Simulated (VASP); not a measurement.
# BAs (F-43m) in VASP: a series of runs

The runs below take BAs through single point, with RPBE+D4, SVWN5, LDA.

All numbers are computed with VASP 6.6.1; they aren't measurements. Logs are shortened: lines on timing, memory, paths and dates and some standing lists are left out, and cuts for length are marked.

### 1 The cell of the first run

The structure is cubic, space group F-43m (No. 216). The conventional cell has a = 4.777 Å, b = 4.777 Å, c = 4.777 Å, α = 90.00°, β = 90.00°, γ = 90.00°. As (site symmetry -43m) has 4 B at 2.07 Å within 2.7 Å. Within 2.7 Å of B (site symmetry -43m) lie 4 As at 2.07 Å.

### 2 Single point, RPBE+D4

File INCAR:

```
SYSTEM = BAs
ALGO     = Normal         ! electronic algorithm
EDIFF    = 1E-6           ! SCF threshold, eV
ENCUT    = 560            ! plane-wave cutoff, eV
GGA      = RP             ! functional
GGA_COMPAT= .False.      
ISIF     = 2              ! what is computed and relaxed
ISMEAR   = -1             ! smearing method
IVDW     = 13             ! dispersion correction
LASPH    = .True.         ! aspherical terms in the spheres
LCHARG   = .False.        ! write CHGCAR
LREAL    = .False.        ! projectors in reciprocal space
LWAVE    = .False.        ! write WAVECAR
NBANDS   = 16             ! bands
NELM     = 120            ! most SCF steps
PREC     = Accurate       ! precision mode
SIGMA    = 0.05           ! smearing width, eV
```

File KPOINTS:

```
k-points
0
Gamma
  10 10 10
  0 0 0
```

File POSCAR:

```
BAs
1.0
    0.0000000000      2.3885000000      2.3885000000
    2.3885000000      0.0000000000      2.3885000000
    2.3885000000      2.3885000000      0.0000000000
As B
1 1
Direct
    0.7500000000      0.7500000000      0.7500000000
    0.0000000000      0.0000000000      0.0000000000
```

Potentials or basis: VASP PAW PBE potentials, release 64 (As_d, B).

The run is started by

```bash
$ cat potpaw_PBE.64/As_d/POTCAR potpaw_PBE.64/B/POTCAR > POTCAR
$ mpirun -np 1 vasp_std > vasp.out
```

OUTCAR:

```text
SYSTEM = BAs
   EDIFF = 1E-6
   ENCUT = 560
   GGA = RP
   ISIF = 2
   ISMEAR = -1
   IVDW = 13
   LASPH = .True.
   LREAL = .False.
   NELM = 120
   PREC = Accurate

 ion  position               nearest neighbor table
   1  0.750  0.750  0.750-   2 2.07   2 2.07   2 2.07   2 2.07
   2  0.000  0.000  0.000-   1 2.07   1 2.07   1 2.07   1 2.07

  LATTYP: Found a face centered cubic cell.
 ALAT       =     4.7770000000

  Lattice vectors:

 A1 = (   0.0000000000,   2.3885000000,   2.3885000000)
 A2 = (   2.3885000000,   0.0000000000,   2.3885000000)
 A3 = (   2.3885000000,   2.3885000000,   0.0000000000)

Analysis of symmetry for initial positions (statically):
=====================================================================
 Subroutine PRICEL returns:
 Original cell was already a primitive cell.

 Routine SETGRP: Setting up the symmetry group for a
 face centered cubic supercell.

 Subroutine GETGRP returns: Found 24 space group operations
 (whereof 24 operations were pure point group operations)
 out of a pool of 48 trial point group operations.

The static configuration has the point symmetry T_d .

Analysis of symmetry for dynamics (positions and initial velocities):
=====================================================================
 Subroutine PRICEL returns:
 Original cell was already a primitive cell.

 Routine SETGRP: Setting up the symmetry group for a
 face centered cubic supercell.

 Subroutine GETGRP returns: Found 24 space group operations
 (whereof 24 operations were pure point group operations)
 out of a pool of 48 trial point group operations.

The dynamic configuration has the point symmetry T_d .

 Subroutine INISYM returns: Found 24 space group operations
 (whereof 24 operations are pure point group operations),
 and found     1 'primitive' translations

----------------------------------------------------------------------------------------

                                     Primitive cell

  volume of cell :      27.2525

  direct lattice vectors                    reciprocal lattice vectors
     0.000000000  2.388500000  2.388500000    -0.209336404  0.209336404  0.209336404
     2.388500000  0.000000000  2.388500000     0.209336404 -0.209336404  0.209336404
     2.388500000  2.388500000  0.000000000     0.209336404  0.209336404 -0.209336404

  length of vectors
     3.377849094  3.377849094  3.377849094     0.362581287  0.362581287  0.362581287

  position of ions in fractional coordinates (direct lattice)
     0.750000000  0.750000000  0.750000000
     0.000000000  0.000000000  0.000000000

  ion indices of the primitive-cell ions
   primitive index   ion index
                 1           1
                 2           2

----------------------------------------------------------------------------------------

 KPOINTS: k-points

Automatic generation of k-mesh.
 Grid dimensions read from file:
 generate k-points for:   10   10   10

 Generating k-lattice:

  Cartesian coordinates                     Fractional coordinates (reciprocal lattice)
    -0.020933640  0.020933640  0.020933640     0.100000000  0.000000000  0.000000000
     0.020933640 -0.020933640  0.020933640     0.000000000  0.100000000  0.000000000
     0.020933640  0.020933640 -0.020933640     0.000000000  0.000000000  0.100000000

  Length of vectors
     0.036258129  0.036258129  0.036258129

  Shift w.r.t. Gamma in fractional coordinates (k-lattice)
     0.000000000  0.000000000  0.000000000

 Subroutine IBZKPT returns following result:
 ===========================================

 Found     47 irreducible k-points:

 Following reciprocal coordinates:
            Coordinates               Weight
  0.000000  0.000000  0.000000      1.000000
  0.100000  0.000000  0.000000      8.000000
  0.200000  0.000000  0.000000      8.000000
  0.300000  0.000000  0.000000      8.000000
  0.400000  0.000000  0.000000      8.000000
  0.500000  0.000000  0.000000      4.000000
[... 16 lines left out ...]
  0.300000  0.300000  0.000000      6.000000
  0.400000  0.300000  0.000000     24.000000
 [... further k-points ...]
   k-points           NKPTS =     47   k-points in BZ     NKDIM =     47   number of bands    NBANDS=     16
   number of dos      NEDOS =    301   number of ions     NIONS =      2
   total plane-waves  NPLWV =  21952
   dimension x,y,z NGX =    28 NGY =   28 NGZ =   28
   dimension x,y,z NGXF=    56 NGYF=   56 NGZF=   56
   ions per type =               1   1
   NGX,Y,Z   is equivalent  to a cutoff of  13.78, 13.78, 13.78 a.u.
   NGXF,Y,Z  is equivalent  to a cutoff of  27.56, 27.56, 27.56 a.u.
 SYSTEM =  BAs
   PREC   = accura    normal or accurate (medium, high low for compatibility)
   ISTART =      0    job   : 0-new  1-cont  2-samecut
   ICHARG =      2    charge: 1-file 2-atom 10-const
   ISPIN  =      1    spin polarized calculation?
   LNONCOLLINEAR =      F non collinear calculations
   LSORBIT =      F    spin-orbit coupling
   LASPH  =      T    aspherical Exc in radial PAW
   ENCUT  =  560.0 eV  41.16 Ry    6.42 a.u.   6.52  6.52  6.52*2*pi/ulx,y,z
   NELM   =    120;   NELMIN=  2; NELMDL= -5     # of ELM steps
   EDIFF  = 0.1E-05   stopping-criterion for ELM
   LREAL  =      F    real-space projection
   EDIFFG = 0.1E-04   stopping-criterion for IOM
   NSW    =      0    number of steps for IOM
   IBRION =     -1    ionic relax: 0-MD 1-quasi-New 2-CG
   NFREE  =      0    steps in history (QN), initial steepest desc. (CG)
   ISIF   =      2    stress and relaxation
   ISYM   =      2    0-nonsym 1-usesym 2-fastsym
   POTIM  = 0.5000    time-step for ionic-motion
   TEBEG  =    0.0;   TEEND  =   0.0 temperature during run
   PSTRESS=    0.0 pullay stress
   NELECT =      18.0000    total number of electrons
   NUPDOWN=      -1.0000    fix difference up-down
   EMIN   =  10.00;   EMAX   =-10.00  energy-range for DOS
   EFERMI =   0.00;   METHOD = LEGACY
   ISMEAR =    -1;   SIGMA  =   0.05  broadening in eV -4-tet -1-fermi 0-gaus
   EFERMI_NEDOS =   21; number of points for ismear=-14 and -15
   IALGO  =     38    algorithm
   IMIX   =      4    mixing-type and parameters
     AMIX     =   0.40;   BMIX     =  1.00
     AMIX_MAG =   1.60;   BMIX_MAG =  1.00
  volume/ion in A,a.u.               =      13.63        91.95
  Fermi-wavevector in a.u.,A,eV,Ry     =   1.425707  2.694196 27.655770  2.032642
  Thomas-Fermi vector in A             =   2.546063
   LORBIT       =      0    0 simple, 1 ext, 2 COOP (PROOUT), +10 PAW based schemes
   GGA     = RP    functional components
   LHFCALC =     F    Hartree Fock is set to
   AEXX    =    0.0000 exact exchange contribution
   IVDW    =    13    specifies the selected vdW correction
   LEPSILON=     F    determine dielectric tensor
   LRPA    =     F    only Hartree local field effects (RPA)
 non-spin polarized calculation
  energy-cutoff  :      560.00
  volume of cell :       27.25
 maximum number of plane-waves:       869
 NGX is ok and might be reduce to    28
   NGX = 13   NGY = 13   NGZ = 13

 number of electron      18.0000010 magnetization

 Free energy of the ion-electron system (eV)
  ---------------------------------------------------
  ext. energy  EPLUGINS =         0.00000000
  ---------------------------------------------------
  free energy    TOTEN  =       -10.76301998 eV

  energy without entropy =      -10.76301993  energy(sigma->0) =      -10.76301996

 E-fermi :   5.5005     XC(G=0): -11.0113

 val. band max:        4.9084354367   @ k =   0.0000   0.0000   0.0000
 cond. band min:       6.1272435367   @ k =   0.4000   0.4000   0.0000
 fundamental gap:      1.2188081000
 Fermi energy:         5.5005076034

 k-point     1 :       0.0000    0.0000    0.0000
  band No.  band energies     occupation
      1     -30.9244      2.00000
      2     -30.9244      2.00000
      3     -30.9244      2.00000
      4     -30.9016      2.00000
      5     -30.9016      2.00000
      6     -10.4949      2.00000
[... 8 lines left out ...]
     15      18.0316      0.00000
     16      18.0316      0.00000

 k-point     2 :       0.1000    0.0000    0.0000
  band No.  band energies     occupation
      1     -30.9241      2.00000
      2     -30.9236      2.00000
      3     -30.9236      2.00000
      4     -30.9015      2.00000
      5     -30.9015      2.00000
      6     -10.3306      2.00000
[... 8 lines left out ...]
     15      16.9218      0.00000
     16      16.9218      0.00000

 k-point     3 :       0.2000    0.0000    0.0000
  band No.  band energies     occupation
      1     -30.9233      2.00000
      2     -30.9218      2.00000
      3     -30.9218      2.00000
      4     -30.9013      2.00000
      5     -30.9013      2.00000
      6      -9.8458      2.00000
[... 8 lines left out ...]
     15      16.1850      0.00000
     16      16.2698      0.00000

 k-point     4 :       0.3000    0.0000    0.0000
  band No.  band energies     occupation
      1     -30.9223      2.00000
      2     -30.9200      2.00000
      3     -30.9200      2.00000
      4     -30.9005      2.00000
      5     -30.9005      2.00000
      6      -9.0767      2.00000
[... 8 lines left out ...]
     15      16.6402      0.00000
     16      16.6402      0.00000
[... 324 lines left out ...]
 k-point    22 :      -0.2000    0.2000    0.0000
  band No.  band energies     occupation
      1     -30.9219      2.00000
      2     -30.9188      2.00000
      3     -30.9187      2.00000
      4     -30.9020      2.00000
      5     -30.8997      2.00000
      6      -8.8130      2.00000
[... 8 lines left out ...]
     15      17.7031      0.00000
     16      19.1977      0.00000

 k-point    23 :       0.3000    0.3000    0.0000
  band No.  band energies     occupation
      1     -30.9278      2.00000
      2     -30.9140      2.00000
      3     -30.9140      2.00000
      4     -30.9053      2.00000
      5     -30.8977      2.00000
      6      -8.5763      2.00000
[... 8 lines left out ...]
     15      20.0956      0.00000
     16      20.2561      0.00000

 k-point    24 :       0.4000    0.3000    0.0000
  band No.  band energies     occupation
      1     -30.9276      2.00000
      2     -30.9124      2.00000
      3     -30.9122      2.00000
      4     -30.9057      2.00000
      5     -30.8970      2.00000
      6      -7.8464      2.00000
[... 8 lines left out ...]
     15      20.8438      0.00000
     16      21.0555      0.00000

 [... further k-points ...]

------------------------ aborting loop because EDIFF is reached ----------------------------------------

  DFT-D4 for vdW energy calculation

  Edisp (eV):   -1.56726

  FORCE on cell =-STRESS in cart. coord.  units (eV):
  Direction    XX          YY          ZZ          XY          YZ          ZX
  --------------------------------------------------------------------------------------
  -------------------------------------------------------------------------------------
  Total      -0.83396    -0.83396    -0.83396     0.00000     0.00000     0.00000
  in kB     -49.02849   -49.02849   -49.02849     0.00000     0.00000     0.00000
  external pressure =      -49.03 kB  Pullay stress =        0.00 kB

 VOLUME and BASIS-vectors are now :
 -----------------------------------------------------------------------------
  energy-cutoff  :      560.00
  volume of cell :       27.25
      direct lattice vectors                 reciprocal lattice vectors
     0.000000000  2.388500000  2.388500000    -0.209336404  0.209336404  0.209336404
     2.388500000  0.000000000  2.388500000     0.209336404 -0.209336404  0.209336404
     2.388500000  2.388500000  0.000000000     0.209336404  0.209336404 -0.209336404

 POSITION                                       TOTAL-FORCE (eV/Angst)
 -----------------------------------------------------------------------------------
      3.58275      3.58275      3.58275         0.000000      0.000000      0.000000
      0.00000      0.00000      0.00000        -0.000000     -0.000000     -0.000000
 -----------------------------------------------------------------------------------
    total drift:                               -0.000001     -0.000001     -0.000001

  FREE ENERGIE OF THE ION-ELECTRON SYSTEM (eV)
  ---------------------------------------------------
  free  energy   TOTEN  =       -12.3302771405 eV

  energy  without entropy=      -12.3302770817  energy(sigma->0) =      -12.33027711
```

It took 11 s on 1 thread of Intel Xeon 6975P-C (Granite Rapids), shared host; peak memory 0.17 GiB.

What came out:

| Quantity | Value |
| --- | --- |
| Free energy | -12.3303 eV |
| Pressure | -4.9 GPa |
| Band gap on the k mesh | 1.22 eV (least direct gap 3.29 eV) |
| Dispersion energy per atom | -0.784 eV |

Caveat: the cell stands under tension; the PAW data sets were made with another functional, which shifts forces and pressure a little.

[end of part 1 of 2]
